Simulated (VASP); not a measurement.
A run of VASP 6.6.1 is set up as follows.

The input INCAR:

```
PREC     = Accurate       # precision mode
ENCUT    = 520            # plane-wave cutoff, eV
EDIFF    = 1E-6           # SCF threshold, eV
ISMEAR   = 0              # smearing method
SIGMA    = 0.15           # smearing width, eV
LREAL    = F              # projectors in reciprocal space
LASPH    = T              # aspherical terms in the spheres
NELM     = 100            # most SCF steps
ALGO     = Normal         # electronic algorithm
ISIF     = 2              # what is computed and relaxed
LWAVE    = F              # write WAVECAR
LCHARG   = T              # write CHGCAR
GGA      = CA             # functional
LELF     = T              # ELF
LVHAR    = T            
NBANDS   = 18             # bands
```

The input KPOINTS:

```
Automatic mesh
0
Gamma
  18 18 18
```

Contents of POSCAR:

```
Si2W
1.0
   -1.6685459133      1.6685459133      3.5416555556
    1.6685459133     -1.6685459133      3.5416555556
    1.6685459133      1.6685459133     -3.5416555556
Si W
2 1
Direct
    0.3668292265      0.3668292265      0.0000000000
    0.6331707735      0.6331707735      0.0000000000
    0.0000000000      0.0000000000      0.0000000000
```

Potentials or basis: VASP PAW LDA potentials, release 64 (Si, W_sv).

Command:

```sh
$ cat potpaw_LDA.64/Si/POTCAR potpaw_LDA.64/W_sv/POTCAR > POTCAR
$ mpirun -np 1 vasp_std > vasp.out
```

Predict the largest force.

12.172 eV/Å.

What does it give for the band gap on the k mesh?

Zero (bands 11 and 12 overlap by 1.23 eV).

Predict the pressure.

29.5 GPa.

Stress tensor (GPa, compression positive):
```
-0.36  0.00  0.00
 0.00 -0.36  0.00
 0.00  0.00 89.28
```

Caveat: the cell stands under pressure; spin-orbit coupling is left out, which moves the levels of the heavy elements; forces of over 1 eV/Å act on the atoms, so gaps and moduli don't describe the material at rest.
